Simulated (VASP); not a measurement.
# SiO (Pm-3m) in VASP: a series of runs, part 2 of 3

VASP 6.6.1.

**3. Single point, HSE06**

This run uses another cell than the first one, of 11.06 Å³/atom.

POSCAR reads:

```
SiO
1.0
    2.8069700000      0.0000000000      0.0000000000
    0.0000000000      2.8069700000      0.0000000000
    0.0000000000      0.0000000000      2.8069700000
Si O
1 1
Direct
    0.0000000000      0.0000000000      0.0000000000
    0.5000000000      0.5000000000      0.5000000000
```

INCAR.step1 reads:

```
SYSTEM = SiO
PREC = Accurate
ENCUT = 520
EDIFF = 1E-5
ISMEAR = -1
SIGMA = 0.05
LREAL = .FALSE.
LASPH = .TRUE.
NELM = 60
ALGO = Normal
ISIF = 2
LWAVE = .TRUE.
LCHARG = .FALSE.
GGA = PE
NBANDS = 12
```

INCAR.step2 reads:

```
SYSTEM = SiO
PREC = Accurate
ENCUT = 520
EDIFF = 1E-7
ISMEAR = -1
SIGMA = 0.05
LREAL = .FALSE.
LASPH = .TRUE.
NELM = 60
ALGO = Normal
ISIF = 2
LWAVE = .FALSE.
LCHARG = .FALSE.
GGA = PE
LHFCALC = .TRUE.
HFSCREEN = 0.2079
PRECFOCK = Normal
ISTART = 1
NBANDS = 12
```

KPOINTS reads:

```
regular mesh
0
G
  5 5 5
  0 0 0
```

Potentials or basis: VASP PAW PBE potentials, release 64 (Si, O).

The run is started by

```console
> cat potpaw_PBE.64/Si/POTCAR potpaw_PBE.64/O/POTCAR > POTCAR
> cp INCAR.step1 INCAR
> mpirun -np 1 vasp_std > vasp.out
> cp INCAR.step2 INCAR
> mpirun -np 1 vasp_std > vasp.out
```

OUTCAR:

```text
SYSTEM = SiO
   PREC = Accurate
   ENCUT = 520
   EDIFF = 1E-7
   ISMEAR = -1
   LREAL = .FALSE.
   LASPH = .TRUE.
   NELM = 60
   ISIF = 2
   GGA = PE
   LHFCALC = .TRUE.
   HFSCREEN = 0.2079
   PRECFOCK = Normal
   ISTART = 1

 ion  position               nearest neighbor table
   1  0.000  0.000  0.000-   2 2.43   2 2.43   2 2.43   2 2.43   2 2.43   2 2.43   2 2.43   2 2.43

   2  0.500  0.500  0.500-   1 2.43   1 2.43   1 2.43   1 2.43   1 2.43   1 2.43   1 2.43   1 2.43

  LATTYP: Found a simple cubic cell.
 ALAT       =     2.8069700000

  Lattice vectors:

 A1 = (   2.8069700000,   0.0000000000,   0.0000000000)
 A2 = (   0.0000000000,   2.8069700000,   0.0000000000)
 A3 = (   0.0000000000,   0.0000000000,   2.8069700000)

Analysis of symmetry for initial positions (statically):
=====================================================================
 Subroutine PRICEL returns:
 Original cell was already a primitive cell.

 Routine SETGRP: Setting up the symmetry group for a
 simple cubic supercell.

 Subroutine GETGRP returns: Found 48 space group operations
 (whereof 48 operations were pure point group operations)
 out of a pool of 48 trial point group operations.

The static configuration has the point symmetry O_h .

Analysis of symmetry for dynamics (positions and initial velocities):
=====================================================================
 Subroutine PRICEL returns:
 Original cell was already a primitive cell.

 Routine SETGRP: Setting up the symmetry group for a
 simple cubic supercell.

 Subroutine GETGRP returns: Found 48 space group operations
 (whereof 48 operations were pure point group operations)
 out of a pool of 48 trial point group operations.

The dynamic configuration has the point symmetry O_h .

 Subroutine INISYM returns: Found 48 space group operations
 (whereof 48 operations are pure point group operations),
 and found     1 'primitive' translations

----------------------------------------------------------------------------------------

                                     Primitive cell

  volume of cell :      22.1163

  direct lattice vectors                    reciprocal lattice vectors
     2.806970000  0.000000000  0.000000000     0.356256034  0.000000000  0.000000000
     0.000000000  2.806970000  0.000000000     0.000000000  0.356256034  0.000000000
     0.000000000  0.000000000  2.806970000     0.000000000  0.000000000  0.356256034

  length of vectors
     2.806970000  2.806970000  2.806970000     0.356256034  0.356256034  0.356256034

  position of ions in fractional coordinates (direct lattice)
     0.000000000  0.000000000  0.000000000
     0.500000000  0.500000000  0.500000000

  ion indices of the primitive-cell ions
   primitive index   ion index
                 1           1
                 2           2

----------------------------------------------------------------------------------------

 KPOINTS: regular mesh

Automatic generation of k-mesh.
 Grid dimensions read from file:
 generate k-points for:    5    5    5

 Generating k-lattice:

  Cartesian coordinates                     Fractional coordinates (reciprocal lattice)
     0.071251207  0.000000000  0.000000000     0.200000000  0.000000000  0.000000000
[... 34 lines left out ...]
 SYSTEM =  SiO
   PREC   = accura    normal or accurate (medium, high low for compatibility)
   ISTART =      1    job   : 0-new  1-cont  2-samecut
   ICHARG =      0    charge: 1-file 2-atom 10-const
   ISPIN  =      1    spin polarized calculation?
   LNONCOLLINEAR =      F non collinear calculations
   LSORBIT =      F    spin-orbit coupling
   LASPH  =      T    aspherical Exc in radial PAW
   ENCUT  =  520.0 eV  38.22 Ry    6.18 a.u.   5.22  5.22  5.22*2*pi/ulx,y,z
   NELM   =     60;   NELMIN=  2; NELMDL=  0     # of ELM steps
   EDIFF  = 0.1E-06   stopping-criterion for ELM
   LREAL  =      F    real-space projection
   EDIFFG = 0.1E-05   stopping-criterion for IOM
   NSW    =      0    number of steps for IOM
   IBRION =     -1    ionic relax: 0-MD 1-quasi-New 2-CG
   NFREE  =      0    steps in history (QN), initial steepest desc. (CG)
   ISIF   =      2    stress and relaxation
   ISYM   =      3    0-nonsym 1-usesym 2-fastsym
   POTIM  = 0.5000    time-step for ionic-motion
   TEBEG  =    0.0;   TEEND  =   0.0 temperature during run
   PSTRESS=    0.0 pullay stress
   NELECT =      10.0000    total number of electrons
   NUPDOWN=      -1.0000    fix difference up-down
   EMIN   =  10.00;   EMAX   =-10.00  energy-range for DOS
   EFERMI =   0.00;   METHOD = LEGACY
   ISMEAR =    -1;   SIGMA  =   0.05  broadening in eV -4-tet -1-fermi 0-gaus
   EFERMI_NEDOS =   21; number of points for ismear=-14 and -15
   IALGO  =     38    algorithm
   IMIX   =      1    mixing-type and parameters
     AMIX     =   0.40;   BMIX     =  1.00
     AMIX_MAG =   1.60;   BMIX_MAG =  1.00
  volume/ion in A,a.u.               =      11.06        74.62
  Fermi-wavevector in a.u.,A,eV,Ry     =   1.256523  2.374484 21.481554  1.578850
  Thomas-Fermi vector in A             =   2.390227
   LORBIT       =      0    0 simple, 1 ext, 2 COOP (PROOUT), +10 PAW based schemes
   GGA     = PE    functional components
   LHFCALC =     T    Hartree Fock is set to
   PRECFOCK=normal    Normal, Fast or Accurate (Low or Medium for compatibility)
   ENCUT4O =  -1.0   cutoff for four orbital integrals eV
   NKREDX  =     1    reduce k-point grid by
   NKREDY  =     1    reduce k-point grid by
   NKREDZ  =     1    reduce k-point grid by
   AEXX    =    0.2500 exact exchange contribution
   HFSCREEN=    0.2079 screening length (either q_TF or 0.3 A-1)
   HFSCREENC=   0.2079 screening length for correlation (either q_TF or 0.3 A-1)
   ENCUTFOCK=  -1.0 apply spherical cutoff to Coloumb kernel
   IVDW    =     0    specifies the selected vdW correction
   LEPSILON=     F    determine dielectric tensor
   LRPA    =     F    only Hartree local field effects (RPA)
 non-spin polarized calculation
  energy-cutoff  :      520.00
  volume of cell :       22.12
 maximum number of plane-waves:       619
 NGX is ok and might be reduce to    24
  NGX = 16; NGY = 16; NGZ = 16

 number of electron      10.0000005 magnetization

 Free energy of the ion-electron system (eV)
  ---------------------------------------------------
  ext. energy  EPLUGINS =         0.00000000
  ---------------------------------------------------
  free energy    TOTEN  =       -12.69977630 eV

  energy without entropy =      -12.69976241  energy(sigma->0) =      -12.69976936

 E-fermi :   7.8291     XC(G=0):  -9.4042

 val. band max:        7.3584606997   @ k =   0.2000   0.2000   0.2000
 cond. band min:       8.3245194216   @ k =   0.4000   0.4000   0.4000
 fundamental gap:      0.9660587219
 Fermi energy:         7.8291005228

 k-point     1 :       0.0000    0.0000    0.0000
  band No.  band energies     occupation
      1     -14.3445      2.00000
      2      -0.0479      2.00000
      3       3.8863      2.00000
      4       3.8863      2.00000
      5       3.8863      2.00000
      6      14.6417      0.00000
      7      14.6417      0.00000
      8      17.1914      0.00000
      9      17.1914      0.00000
     10      17.1914      0.00000
     11      28.4218      0.00000
     12      28.4218      0.00000
[... 121 lines left out ...]
 k-point    10 :       0.4000    0.4000    0.4000
  band No.  band energies     occupation
      1     -11.8534      2.00000
      2       0.8200      2.00000
      3       1.9273      2.00000
      4       1.9273      2.00000
      5       5.4662      2.00000
      6       8.3245      0.00010
      7       8.3245      0.00010
      8      11.2907      0.00000
      9      21.1380      0.00000
     10      22.0542      0.00000
     11      22.0542      0.00000
     12      32.9278      0.00000

------------------------ aborting loop because EDIFF is reached ----------------------------------------

  FORCE on cell =-STRESS in cart. coord.  units (eV):
  Direction    XX          YY          ZZ          XY          YZ          ZX
  --------------------------------------------------------------------------------------
  -------------------------------------------------------------------------------------
  Total       -0.2431323     -0.2431323     -0.2431323     -0.0000000      0.0000000      0.0000000
  in kB      -17.6132642    -17.6132642    -17.6132642     -0.0000000      0.0000000      0.0000000
  external PRESSURE =     -17.6132642 kB  Pullay stress =       0.0000000 kB

 VOLUME and BASIS-vectors are now :
 -----------------------------------------------------------------------------
  energy-cutoff  :      520.00
  volume of cell :       22.12
      direct lattice vectors                 reciprocal lattice vectors
     2.806970000  0.000000000  0.000000000     0.356256034  0.000000000  0.000000000
     0.000000000  2.806970000  0.000000000     0.000000000  0.356256034  0.000000000
     0.000000000  0.000000000  2.806970000     0.000000000  0.000000000  0.356256034

 POSITION                                       TOTAL-FORCE (eV/Angst)
 -----------------------------------------------------------------------------------
      0.00000      0.00000      0.00000         0.000000      0.000000      0.000000
      1.40349      1.40349      1.40349         0.000000      0.000000      0.000000
 -----------------------------------------------------------------------------------
    total drift:                                0.000113      0.000059      0.000151

  FREE ENERGIE OF THE ION-ELECTRON SYSTEM (eV)
  ---------------------------------------------------
  free  energy   TOTEN  =       -12.6997763014 eV

  energy  without entropy=      -12.6997624134  energy(sigma->0) =      -12.69976936
```

It took 87 s on 1 thread of AMD EPYC 9R14 (Zen 4), shared host; peak memory 0.2 GiB.

Results:

```
Free energy            : -12.6998 eV
Pressure               : -1.8 GPa
Band gap on the k mesh : 0.97 eV (least direct gap 2.41 eV)
```

Levels at points of the mesh, in eV from the valence-band top:
```
           k point  band 3  band 4  band 5  band 6  band 7  band 8
(0.00, 0.00, 0.00)   -3.47   -3.47   -3.47    7.28    7.28    9.83
```

Caveat: the k points lie up to 0.45 Å⁻¹ apart; the PAW data sets were made with another functional, which shifts forces and pressure a little; an odd mesh through Γ misses points on the zone boundary, where band edges can lie.

(Continued in part 3 of 3.)
